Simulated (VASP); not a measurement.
The system is Cu.

```
Cu
1.0
     0.00000    1.78872    1.78872
     1.78872    0.00000    1.78872
     1.78872    1.78872    0.00000
Cu
1
Direct
  0.00000 0.00000 0.00000
```

```yaml
Program: VASP 6.6.1
Task: relaxation of cell and atoms
Functional: PBE
Potentials_or_basis: VASP PAW PBE potentials, release 64 (Cu)
Cutoff: 600 eV
k_mesh: 20 × 20 × 20
Occupations: gaussian, width 0.1 eV
Spin: no spin polarisation
```

At the start: pressure 7.4 GPa; volume 11.45 Å³/atom.

Question: Where does the relaxation end?

Answer: Over 3 steps the energy falls by 12.4 meV/atom and the volume is 12.01 Å³/atom (+4.9 %); space group Fm-3m (No. 225, to 0.1 Å) before and after.

The path:
```csv
step,energy change (eV),largest force (eV/Å),pressure (GPa),volume (Å³)
1,0.0000,0.0000,7.44,11.45
2,-0.0085,0.0000,-3.57,12.35
3,-0.0124,0.0000,0.02,12.01
```

Final structure:
```yaml
crystal:
  lattice:
    - [0.00000, 1.81750, 1.81750]
    - [1.81750, 0.00000, 1.81750]
    - [1.81750, 1.81750, 0.00000]
  atoms:
    - { symbol: Cu, position: [0.00000, 0.00000, 0.00000] }
```
